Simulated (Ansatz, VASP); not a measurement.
# CsSnI3: VASP beside Ansatz

The input INCAR:

```
  ALGO = Normal
  EDIFF = 1E-7
  EDIFFG = -0.01
  ENCUT = 600
  GGA = PS
  IBRION = 2
  ISIF = 3
  ISMEAR = -1
  IVDW = 13
  LASPH = True
  LCHARG = False
  LREAL = False
  LWAVE = False
  NELM = 80
  NSW = 60
  PREC = Accurate
  SIGMA = 0.05
```

The input KPOINTS:

```
k-points
0
Gamma
  5 5 5
```

POSCAR

```
CsSnI3
1.0
    6.2057000000      0.0000000000      0.0000000000
    0.0000000000      6.2057000000      0.0000000000
    0.0000000000      0.0000000000      6.2057000000
Cs I Sn
1 3 1
Direct
    0.0000000000      0.0000000000      0.0000000000
    0.5000000000      0.5000000000      0.0000000000
    0.5000000000      0.0000000000      0.5000000000
    0.0000000000      0.5000000000      0.5000000000
    0.5000000000      0.5000000000      0.5000000000
```

The input input.yaml:

```yaml
crystal:
  lattice:
    - [6.2057, 0.0, 0.0]
    - [0.0, 6.2057, 0.0]
    - [0.0, 0.0, 6.2057]
  atoms:
    - { symbol: Cs, position: [0.0, 0.0, 0.0] }
    - { symbol: I, position: [0.5, 0.5, 0.0] }
    - { symbol: I, position: [0.5, 0.0, 0.5] }
    - { symbol: I, position: [0.0, 0.5, 0.5] }
    - { symbol: Sn, position: [0.5, 0.5, 0.5] }
hamiltonian:
  xc: pbesol
  pseudopotentials: { kind: paw }
  dispersion: d4
kpoints:
  mp_grid: { grid: [5, 5, 5] }
scf:
  occupations: { method: fermi_dirac, width: 0.05 }
output:
  forces: true
  stress: true
relax:
  f_tol: 0.01
  max_steps: 40
  cell: { stress_tol: 0.05 }
```

Alike in both runs: task relaxation of cell and atoms; functional PBEsol; dispersion D4; k mesh 5 × 5 × 5; occupations fermi-dirac, width 0.05 eV; no spin polarisation.

|  | VASP | Ansatz |
| --- | --- | --- |
| version | VASP 6.6.1 | Ansatz 0.2.0 |
| potentials or method | VASP PAW PBE potentials, release 64 (Cs_sv, I, Sn_d) | Ansatz PAW |
| plane-wave cutoff (eV) | 600 | 420 |
| valence electrons in the cell | 44 | 74 |

Ansatz gave:

| Quantity | Value |
| --- | --- |
| relaxed volume (Å³/atom) | 45.33 |
| relaxed cell length with the largest relative difference (Å) | 6.097 |

**Question.** Which values does VASP return?

**Answer.** Relaxed volume (Å³/atom): 44.61; relaxed cell length with the largest relative difference (Å): 6.064.

VASP's potentials were made for PBE, not for PBEsol. VASP's potentials hold 44 valence electrons a cell and Ansatz's 74, so a difference there can come from the potentials and not from the codes.

Spin-orbit coupling is off throughout. Noted on Ansatz's run: odd divisions of the mesh miss points on the zone boundary, where band edges often lie, so the gap on the mesh can be too wide; the plane-wave basis is chosen anew once the cell has moved, so the energies of steps on either side of that aren't comparable.
